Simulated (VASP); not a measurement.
Sn2Sb:

```xyz
3
Lattice="5.3239 0.0000 0.0000 -2.6619 4.6106 0.0000 0.0000 0.0000 3.3844" Properties=species:S:1:pos:R:3 pbc="T T T"
Sn    0.0000    3.0738    1.6922
Sn    2.6619    1.5369    1.6922
Sb    0.0000    0.0000    0.0000
```

* Program: VASP 6.6.1
* Task: relaxation of cell and atoms
* Functional: PBE
* Potentials or basis: VASP PAW PBE potentials, release 64 (Sn_d, Sb)
* Cutoff: 600 eV
* k mesh: 12 × 12 × 14
* Occupations: gaussian, width 0.1 eV
* Spin: no spin polarisation

At the start: pressure 0.3 GPa; volume 27.69 Å³/atom.

Task: Where does the relaxation end?

Result: Over 8 steps the energy falls by 16.3 meV/atom and the volume is 27.66 Å³/atom (-0.1 %); space group P6/mmm (No. 191, to 0.1 Å) before and after.

Step by step:
```csv
step,energy change (eV),largest force (eV/Å),pressure (GPa),volume (Å³)
1,0.0000,0.0000,0.34,83.08
2,-0.0274,0.0000,-0.20,83.77
3,-0.0411,0.0000,-1.06,84.91
4,-0.0437,0.0000,-0.88,84.53
5,-0.0473,0.0000,0.36,82.47
6,-0.0488,0.0000,-0.12,83.18
7,-0.0488,0.0000,-0.08,83.15
8,-0.0490,0.0000,0.03,82.98
```

Final structure:
```cif
data_structure
_symmetry_space_group_name_H-M 'P 1'
_symmetry_Int_Tables_number 1
_cell_length_a 5.4426
_cell_length_b 5.4426
_cell_length_c 3.2347
_cell_angle_alpha 90.000
_cell_angle_beta 90.000
_cell_angle_gamma 120.000
_cell_volume 82.98
loop_
_atom_site_label
_atom_site_type_symbol
_atom_site_fract_x
_atom_site_fract_y
_atom_site_fract_z
_atom_site_occupancy
Sn1 Sn 0.33333 0.66667 0.50000 1
Sn2 Sn 0.66667 0.33333 0.50000 1
Sb1 Sb 0.00000 0.00000 0.00000 1
```

Caveat: the highest band is partly filled, so the run has too few bands.
